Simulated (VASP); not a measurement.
# BN in VASP: a series of runs, part 2 of 2

VASP 6.6.1. The steps go on from the part before.

## Step 3: Single point, HSE06 (uniaxial z strain -5.2%)

File POSCAR:

```
BN
1.0
    2.5439493142      0.0000000000      0.0000000000
   -1.2719746571      2.2031247321      0.0000000000
    0.0000000000      0.0000000000      3.9885895243
B N
2 2
Direct
    0.6666666667      0.3333333333     -0.0008170296
    0.3333333333      0.6666666667      0.4991829704
    0.6666666667      0.3333333333      0.3758170296
    0.3333333333      0.6666666667      0.8758170296
```

File INCAR.step1:

```
PREC = Accurate ; ENCUT = 520
EDIFF = 1E-5 ; ISMEAR = 0
SIGMA = 0.01 ; LREAL = F
LASPH = T ; NELM = 80
ALGO = Normal ; ISIF = 2
LWAVE = T ; LCHARG = F
NBANDS = 16 ; GGA = PE
```

File INCAR.step2:

```
PREC = Accurate ; ENCUT = 520
EDIFF = 1E-6 ; ISMEAR = 0
SIGMA = 0.01 ; LREAL = F
LASPH = T ; NELM = 80
ALGO = Normal ; ISIF = 2
LWAVE = F ; LCHARG = F
GGA = PE ; LHFCALC = T
HFSCREEN = 0.2079 ; PRECFOCK = Normal
NBANDS = 16 ; ISTART = 1
```

File KPOINTS:

```
regular mesh
0
Gamma
  9 9 4
```

Potentials or basis: VASP PAW PBE potentials, release 64 (B, N).

Started as:

```console
$ cat potpaw_PBE.64/B/POTCAR potpaw_PBE.64/N/POTCAR > POTCAR
$ cp INCAR.step1 INCAR
$ mpirun -np 1 vasp_std > vasp.out
$ cp INCAR.step2 INCAR
$ mpirun -np 1 vasp_std > vasp.out
```

OUTCAR:

```text
PREC = Accurate
   ENCUT = 520
   EDIFF = 1E-6
   ISMEAR = 0
   LREAL = F
   LASPH = T
   NELM = 80
   ISIF = 2
   GGA = PE
   LHFCALC = T
   HFSCREEN = 0.2079
   PRECFOCK = Normal
   ISTART = 1

 ion  position               nearest neighbor table
   1  0.667  0.333  0.999-   3 1.50   4 1.55   4 1.55   4 1.55
   2  0.333  0.667  0.499-   4 1.50   3 1.55   3 1.55   3 1.55
   3  0.667  0.333  0.376-   1 1.50   2 1.55   2 1.55   2 1.55
   4  0.333  0.667  0.876-   2 1.50   1 1.55   1 1.55   1 1.55

  LATTYP: Found a hexagonal cell.
 ALAT       =     2.5439493142
 C/A-ratio  =     1.5678730319

  Lattice vectors:

 A1 = (   2.5439493142,   0.0000000000,   0.0000000000)
 A2 = (  -1.2719746571,   2.2031247321,   0.0000000000)
 A3 = (   0.0000000000,   0.0000000000,   3.9885895243)

Analysis of symmetry for initial positions (statically):
=====================================================================
 Subroutine PRICEL returns:
 Original cell was already a primitive cell.

 Routine SETGRP: Setting up the symmetry group for a
 hexagonal supercell.

 Subroutine GETGRP returns: Found 12 space group operations
 (whereof  6 operations were pure point group operations)
 out of a pool of 24 trial point group operations.

The static configuration has the point symmetry C_3v.
 The point group associated with its full space group is C_6v.

Analysis of symmetry for dynamics (positions and initial velocities):
=====================================================================
 Subroutine PRICEL returns:
 Original cell was already a primitive cell.

 Routine SETGRP: Setting up the symmetry group for a
 hexagonal supercell.

 Subroutine GETGRP returns: Found 12 space group operations
 (whereof  6 operations were pure point group operations)
 out of a pool of 24 trial point group operations.

The dynamic configuration has the point symmetry C_3v.
 The point group associated with its full space group is C_6v.

 Subroutine INISYM returns: Found 12 space group operations
 (whereof  6 operations are pure point group operations),
 and found     1 'primitive' translations

----------------------------------------------------------------------------------------

                                     Primitive cell

  volume of cell :      22.3546

  direct lattice vectors                    reciprocal lattice vectors
     2.543949314  0.000000000  0.000000000     0.393089593  0.226950382  0.000000000
    -1.271974657  2.203124732  0.000000000     0.000000000  0.453900764  0.000000000
     0.000000000  0.000000000  3.988589524     0.000000000  0.000000000  0.250715195

  length of vectors
     2.543949314  2.543949314  3.988589524     0.453900764  0.453900764  0.250715195

  position of ions in fractional coordinates (direct lattice)
     0.666666667  0.333333333  0.999182970
     0.333333333  0.666666667  0.499182970
     0.666666667  0.333333333  0.375817030
     0.333333333  0.666666667  0.875817030

  ion indices of the primitive-cell ions
   primitive index   ion index
                 1           1
[... 31 lines left out ...]
            Coordinates               Weight
  0.000000  0.000000  0.000000      1.000000
  0.111111  0.000000  0.000000      6.000000
  0.222222 -0.000000  0.000000      6.000000
  0.333333 -0.000000  0.000000      6.000000
  0.444444 -0.000000  0.000000      6.000000
  0.111111  0.111111  0.000000      6.000000
[... 16 lines left out ...]
  0.333333  0.222222  0.250000     24.000000
  0.333333  0.333333  0.250000      4.000000
 [... further k-points ...]
   k-points           NKPTS =     36   k-points in BZ     NKDIM =    324   number of bands    NBANDS=     16
   number of dos      NEDOS =    301   number of ions     NIONS =      4
   total plane-waves  NPLWV =  12000
   dimension x,y,z NGX =    20 NGY =   20 NGZ =   30
   dimension x,y,z NGXF=    40 NGYF=   40 NGZF=   60
   ions per type =               2   2
   NGX,Y,Z   is equivalent  to a cutoff of  13.07, 13.07, 12.50 a.u.
   NGXF,Y,Z  is equivalent  to a cutoff of  26.14, 26.14, 25.01 a.u.
 SYSTEM =  unknown system
   PREC   = accura    normal or accurate (medium, high low for compatibility)
   ISTART =      1    job   : 0-new  1-cont  2-samecut
   ICHARG =      0    charge: 1-file 2-atom 10-const
   ISPIN  =      1    spin polarized calculation?
   LNONCOLLINEAR =      F non collinear calculations
   LSORBIT =      F    spin-orbit coupling
   LASPH  =      T    aspherical Exc in radial PAW
   ENCUT  =  520.0 eV  38.22 Ry    6.18 a.u.   4.73  4.73  7.42*2*pi/ulx,y,z
   NELM   =     80;   NELMIN=  2; NELMDL=  0     # of ELM steps
   EDIFF  = 0.1E-05   stopping-criterion for ELM
   LREAL  =      F    real-space projection
   EDIFFG = 0.1E-04   stopping-criterion for IOM
   NSW    =      0    number of steps for IOM
   IBRION =     -1    ionic relax: 0-MD 1-quasi-New 2-CG
   NFREE  =      0    steps in history (QN), initial steepest desc. (CG)
   ISIF   =      2    stress and relaxation
   ISYM   =      3    0-nonsym 1-usesym 2-fastsym
   POTIM  = 0.5000    time-step for ionic-motion
   TEBEG  =    0.0;   TEEND  =   0.0 temperature during run
   PSTRESS=    0.0 pullay stress
   NELECT =      16.0000    total number of electrons
   NUPDOWN=      -1.0000    fix difference up-down
   EMIN   =  10.00;   EMAX   =-10.00  energy-range for DOS
   EFERMI =   0.00;   METHOD = LEGACY
   ISMEAR =     0;   SIGMA  =   0.01  broadening in eV -4-tet -1-fermi 0-gaus
   EFERMI_NEDOS =   21; number of points for ismear=-14 and -15
   IALGO  =     38    algorithm
   IMIX   =      1    mixing-type and parameters
     AMIX     =   0.40;   BMIX     =  1.00
     AMIX_MAG =   1.60;   BMIX_MAG =  1.00
  volume/ion in A,a.u.               =       5.59        37.71
  Fermi-wavevector in a.u.,A,eV,Ry     =   1.464398  2.767311 29.177179  2.144462
  Thomas-Fermi vector in A             =   2.580379
   LORBIT       =      0    0 simple, 1 ext, 2 COOP (PROOUT), +10 PAW based schemes
   GGA     = PE    functional components
   LHFCALC =     T    Hartree Fock is set to
   PRECFOCK=normal    Normal, Fast or Accurate (Low or Medium for compatibility)
   ENCUT4O =  -1.0   cutoff for four orbital integrals eV
   NKREDX  =     1    reduce k-point grid by
   NKREDY  =     1    reduce k-point grid by
   NKREDZ  =     1    reduce k-point grid by
   AEXX    =    0.2500 exact exchange contribution
   HFSCREEN=    0.2079 screening length (either q_TF or 0.3 A-1)
   HFSCREENC=   0.2079 screening length for correlation (either q_TF or 0.3 A-1)
   ENCUTFOCK=  -1.0 apply spherical cutoff to Coloumb kernel
   IVDW    =     0    specifies the selected vdW correction
   LEPSILON=     F    determine dielectric tensor
   LRPA    =     F    only Hartree local field effects (RPA)
 non-spin polarized calculation
 Gauss-broadening in eV      SIGMA  =   0.01
  energy-cutoff  :      520.00
  volume of cell :       22.35
 maximum number of plane-waves:       626
 NGX is ok and might be reduce to    20
  NGX = 16; NGY = 16; NGZ = 24

 number of electron      16.0000003 magnetization

 Free energy of the ion-electron system (eV)
  ---------------------------------------------------
  ext. energy  EPLUGINS =         0.00000000
  ---------------------------------------------------
  free energy    TOTEN  =       -40.37227726 eV

  energy without entropy =      -40.37227726  energy(sigma->0) =      -40.37227726

 E-fermi :   7.4589     XC(G=0): -10.6849

 val. band max:        7.3577291609   @ k =   0.0000   0.0000   0.0000
 cond. band min:      14.1055995242   @ k =   0.3333   0.3333   0.0000
 fundamental gap:      6.7478703632
 Fermi energy:         7.4588929762

 k-point     1 :       0.0000    0.0000    0.0000
  band No.  band energies     occupation
      1     -15.5777      2.00000
      2     -10.3066      2.00000
      3      -4.8753      2.00000
      4       4.4855      2.00000
      5       4.4855      2.00000
      6       7.2749      2.00000
[... 433 lines left out ...]
      3      -2.7380      2.00000
      4      -2.0101      2.00000
      5      -2.0101      2.00000
      6       0.5833      2.00000
[... 8 lines left out ...]
     15      27.0238      0.00000
     16      27.0238      0.00000

 [... further k-points ...]
[... 5 lines left out ...]
  --------------------------------------------------------------------------------------
  -------------------------------------------------------------------------------------
  Total        0.0250544      0.0250544      8.6452755      0.0000000      0.0000000      0.0000000
  in kB        1.7956754      1.7956754    619.6158742      0.0000000      0.0000000      0.0000000
  external PRESSURE =     207.7357417 kB  Pullay stress =       0.0000000 kB

 VOLUME and BASIS-vectors are now :
 -----------------------------------------------------------------------------
  energy-cutoff  :      520.00
  volume of cell :       22.35
      direct lattice vectors                 reciprocal lattice vectors
     2.543949314  0.000000000  0.000000000     0.393089593  0.226950382  0.000000000
    -1.271974657  2.203124732  0.000000000     0.000000000  0.453900764  0.000000000
     0.000000000  0.000000000  3.988589524     0.000000000  0.000000000  0.250715195

 POSITION                                       TOTAL-FORCE (eV/Angst)
 -----------------------------------------------------------------------------------
      1.27197      0.73437      3.98533        -0.000000      0.000000     -0.071926
     -0.00000      1.46875      1.99104        -0.000000     -0.000000     -0.071926
      1.27197      0.73437      1.49898         0.000000      0.000000      0.071926
     -0.00000      1.46875      3.49327         0.000000      0.000000      0.071926
 -----------------------------------------------------------------------------------
    total drift:                               -0.000000     -0.000000      0.000044

  FREE ENERGIE OF THE ION-ELECTRON SYSTEM (eV)
  ---------------------------------------------------
  free  energy   TOTEN  =       -40.3722772566 eV

  energy  without entropy=      -40.3722772566  energy(sigma->0) =      -40.37227726
```

Run time: 83 min. Hardware: 1 thread of Intel Xeon 8259CL, shared host; peak memory 0.25 GiB.

What came out:

```
Free energy            : -40.3723 eV
Pressure               : 20.8 GPa
Largest force          : 0.072 eV/Å
Band gap on the k mesh : 6.75 eV (least direct gap 9.80 eV)
```

Forces in eV/Å, atoms in the order of the input:
```
B    0.000  0.000 -0.072
B    0.000  0.000 -0.072
N    0.000  0.000  0.072
N    0.000  0.000  0.072
```

Caveat: the cell differs from its parent crystal (uniaxial z strain -5.2%); the cell stands under pressure; the PAW data sets were made with another functional, which shifts forces and pressure a little; an odd mesh through Γ misses points on the zone boundary, where band edges can lie.

## Step 4: Single point, HSE06

This run uses another cell than the first one, of 5.90 Å³/atom.

File POSCAR:

```
BN
1.0
    2.5439493142      0.0000000000      0.0000000000
   -1.2719746571      2.2031247321      0.0000000000
    0.0000000000      0.0000000000      4.2078167785
B N
2 2
Direct
    0.6666666667      0.3333333333      0.0002035741
    0.3333333333      0.6666666667      0.5002035741
    0.6666666667      0.3333333333      0.3747964259
    0.3333333333      0.6666666667      0.8747964259
```

File INCAR.step1:

```
PREC = Accurate
ENCUT = 520
EDIFF = 1E-5
ISMEAR = 0
SIGMA = 0.01
LREAL = F
LASPH = T
NELM = 80
ALGO = Normal
ISIF = 2
LWAVE = T
LCHARG = F
GGA = PE
NBANDS = 16
```

File INCAR.step2:

```
PREC = Accurate
ENCUT = 520
EDIFF = 1E-7
ISMEAR = 0
SIGMA = 0.01
LREAL = F
LASPH = T
NELM = 80
ALGO = Normal
ISIF = 2
LWAVE = F
LCHARG = F
GGA = PE
LHFCALC = T
HFSCREEN = 0.2079
PRECFOCK = Normal
ISTART = 1
NBANDS = 16
```

KPOINTS is that of step 3.

Potentials or basis: VASP PAW PBE potentials, release 64 (B, N).

Started as:

```console
$ cat potpaw_PBE.64/B/POTCAR potpaw_PBE.64/N/POTCAR > POTCAR
$ cp INCAR.step1 INCAR
$ mpirun -np 1 vasp_std > vasp.out
$ cp INCAR.step2 INCAR
$ mpirun -np 1 vasp_std > vasp.out
```

OUTCAR:

```text
PREC = Accurate
   ENCUT = 520
   EDIFF = 1E-7
   ISMEAR = 0
   LREAL = F
   LASPH = T
   NELM = 80
   ISIF = 2
   GGA = PE
   LHFCALC = T
   HFSCREEN = 0.2079
   PRECFOCK = Normal
   ISTART = 1

 ion  position               nearest neighbor table
   1  0.667  0.333  0.000-   4 1.56   4 1.56   4 1.56   3 1.58
   2  0.333  0.667  0.500-   3 1.56   3 1.56   3 1.56   4 1.58
   3  0.667  0.333  0.375-   2 1.56   2 1.56   2 1.56   1 1.58
   4  0.333  0.667  0.875-   1 1.56   1 1.56   1 1.56   2 1.58

  LATTYP: Found a hexagonal cell.
 ALAT       =     2.5439493142
 C/A-ratio  =     1.6540489840

  Lattice vectors:

 A1 = (   2.5439493142,   0.0000000000,   0.0000000000)
 A2 = (  -1.2719746571,   2.2031247321,   0.0000000000)
 A3 = (   0.0000000000,   0.0000000000,   4.2078167785)

Analysis of symmetry for initial positions (statically):
=====================================================================
 Subroutine PRICEL returns:
 Original cell was already a primitive cell.

 Routine SETGRP: Setting up the symmetry group for a
 hexagonal supercell.

 Subroutine GETGRP returns: Found 12 space group operations
 (whereof  6 operations were pure point group operations)
 out of a pool of 24 trial point group operations.

The static configuration has the point symmetry C_3v.
 The point group associated with its full space group is C_6v.

Analysis of symmetry for dynamics (positions and initial velocities):
=====================================================================
 Subroutine PRICEL returns:
 Original cell was already a primitive cell.
[... 136 lines left out ...]
  Thomas-Fermi vector in A             =   2.557470
   LORBIT       =      0    0 simple, 1 ext, 2 COOP (PROOUT), +10 PAW based schemes
   GGA     = PE    functional components
   LHFCALC =     T    Hartree Fock is set to
   PRECFOCK=normal    Normal, Fast or Accurate (Low or Medium for compatibility)
   ENCUT4O =  -1.0   cutoff for four orbital integrals eV
   NKREDX  =     1    reduce k-point grid by
   NKREDY  =     1    reduce k-point grid by
   NKREDZ  =     1    reduce k-point grid by
   AEXX    =    0.2500 exact exchange contribution
   HFSCREEN=    0.2079 screening length (either q_TF or 0.3 A-1)
   HFSCREENC=   0.2079 screening length for correlation (either q_TF or 0.3 A-1)
   ENCUTFOCK=  -1.0 apply spherical cutoff to Coloumb kernel
   IVDW    =     0    specifies the selected vdW correction
   LEPSILON=     F    determine dielectric tensor
   LRPA    =     F    only Hartree local field effects (RPA)
 non-spin polarized calculation
 Gauss-broadening in eV      SIGMA  =   0.01
  energy-cutoff  :      520.00
  volume of cell :       23.58
 maximum number of plane-waves:       652
 NGX is ok and might be reduce to    20
  NGX = 16; NGY = 16; NGZ = 24

 number of electron      16.0000000 magnetization

 Free energy of the ion-electron system (eV)
  ---------------------------------------------------
  ext. energy  EPLUGINS =         0.00000000
  ---------------------------------------------------
  free energy    TOTEN  =       -40.58115086 eV

  energy without entropy =      -40.58115086  energy(sigma->0) =      -40.58115086

 E-fermi :   6.8006     XC(G=0): -10.4866

 val. band max:        6.7337809448   @ k =   0.0000   0.0000   0.0000
 cond. band min:      13.2444486971   @ k =   0.3333   0.3333   0.0000
 fundamental gap:      6.5106677523
 Fermi energy:         6.8006490251

 k-point     1 :       0.0000    0.0000    0.0000
  band No.  band energies     occupation
      1     -15.5799      2.00000
      2     -11.1182      2.00000
      3      -5.1524      2.00000
      4       4.4321      2.00000
      5       4.4321      2.00000
      6       6.4663      2.00000
[... 433 lines left out ...]
      3      -2.8206      2.00000
      4      -2.2778      2.00000
      5      -2.2778      2.00000
      6      -0.0313      2.00000
[... 8 lines left out ...]
     15      25.5283      0.00000
     16      25.5283      0.00000

 [... further k-points ...]

------------------------ aborting loop because EDIFF is reached ----------------------------------------

  FORCE on cell =-STRESS in cart. coord.  units (eV):
  Direction    XX          YY          ZZ          XY          YZ          ZX
  --------------------------------------------------------------------------------------
  -------------------------------------------------------------------------------------
  Total       -0.5528418     -0.5528418     -0.6403649      0.0000000     -0.0000000      0.0000000
  in kB      -37.5583988    -37.5583988    -43.5044566      0.0000000     -0.0000000      0.0000000
  external PRESSURE =     -39.5404180 kB  Pullay stress =       0.0000000 kB

 VOLUME and BASIS-vectors are now :
 -----------------------------------------------------------------------------
  energy-cutoff  :      520.00
  volume of cell :       23.58
      direct lattice vectors                 reciprocal lattice vectors
     2.543949314  0.000000000  0.000000000     0.393089593  0.226950382  0.000000000
    -1.271974657  2.203124732  0.000000000     0.000000000  0.453900764  0.000000000
     0.000000000  0.000000000  4.207816778     0.000000000  0.000000000  0.237652933

 POSITION                                       TOTAL-FORCE (eV/Angst)
 -----------------------------------------------------------------------------------
      1.27197      0.73437      0.00086         0.000000      0.000000     -0.008775
     -0.00000      1.46875      2.10476        -0.000000      0.000000     -0.008775
      1.27197      0.73437      1.57707         0.000000     -0.000000      0.008775
     -0.00000      1.46875      3.68098        -0.000000      0.000000      0.008775
 -----------------------------------------------------------------------------------
    total drift:                               -0.000000     -0.000000     -0.000040

  FREE ENERGIE OF THE ION-ELECTRON SYSTEM (eV)
  ---------------------------------------------------
  free  energy   TOTEN  =       -40.5811508604 eV

  energy  without entropy=      -40.5811508604  energy(sigma->0) =      -40.58115086
```

Run time: 76 min. Hardware: 1 thread of Intel Xeon 8259CL, shared host; peak memory 0.26 GiB.

Results:

```yaml
Free_energy: -40.5812 eV
Pressure: -4.0 GPa
Largest_force: 0.009 eV/Å
Band_gap_on_the_k_mesh: 6.51 eV (least direct gap 9.94 eV)
```

Forces in eV/Å, atoms in the order of the input:
```
B    0.000  0.000 -0.009
B    0.000  0.000 -0.009
N    0.000  0.000  0.009
N    0.000  0.000  0.009
```

Levels at points of the mesh, in eV from the valence-band top:
```csv
k point,band 4,band 5,band 6,band 7,band 8,band 9,band 10,band 11,band 12,band 13
"(0.00, 0.00, 0.00)",-2.30,-2.30,-0.27,0.00,0.00,10.08,10.08,10.34,11.24,12.61
"(0.00, 0.00, 0.50)",-6.21,-1.27,-1.27,-1.27,-1.27,11.22,11.22,11.73,11.73,11.73
```

Caveat: the cell stands under tension; the PAW data sets were made with another functional, which shifts forces and pressure a little; an odd mesh through Γ misses points on the zone boundary, where band edges can lie.

## Step 5: Summary

| level | potentials or basis | cell | k mesh | cutoff (eV) | grid for exact exchange (PRECFOCK) | share of exact exchange | screening parameter | gap on the mesh (eV) | pressure (GPa) | largest force (eV/Å) |
| --- | --- | --- | --- | --- | --- | --- | --- | --- | --- | --- |
| r2SCAN | VASP PAW PBE potentials, release 64 (B_h, N_h) | a = 2.462, b = 2.524, c = 4.208 Å, angles 90.0, 90.0, 119.2°, 4 atoms, atomic positions A | 12 × 12 × 6 | 910 | - | - | - | 5.44 | 13.3 | - |
| HSE06 | VASP PAW PBE potentials, release 64 (B, N) | a = 2.544, b = 2.544, c = 3.989 Å, angles 90.0, 90.0, 120.0°, 4 atoms, atomic positions B | 9 × 9 × 4 | 520 | Normal | 0.25 | 0.2079 1/Å | 6.75 | 20.8 | 0.07 |
| HSE06 | VASP PAW PBE potentials, release 64 (B, N) | a = 2.544, b = 2.544, c = 4.208 Å, angles 90.0, 90.0, 120.0°, 4 atoms, atomic positions A | 9 × 9 × 4 | 520 | Normal | 0.25 | 0.2079 1/Å | 6.51 | -4.0 | 0.01 |

Alike in all rows: task single point; no spin polarisation; smearing gaussian 0.01 eV.

Caveats: the PAW data sets were made with another functional, which shifts forces and pressure a little; the cell stands under pressure (at least some runs); an odd mesh through Γ misses points on the zone boundary, where band edges can lie (at least some runs); the cutoff is under 1.25 times the usual one of these potentials, so pressure, stress and relaxed cells hold a basis-set (Pulay) error (at least some runs); the cell stands under tension (at least some runs).

Absolute energies hang on the potentials; compare differences alone.
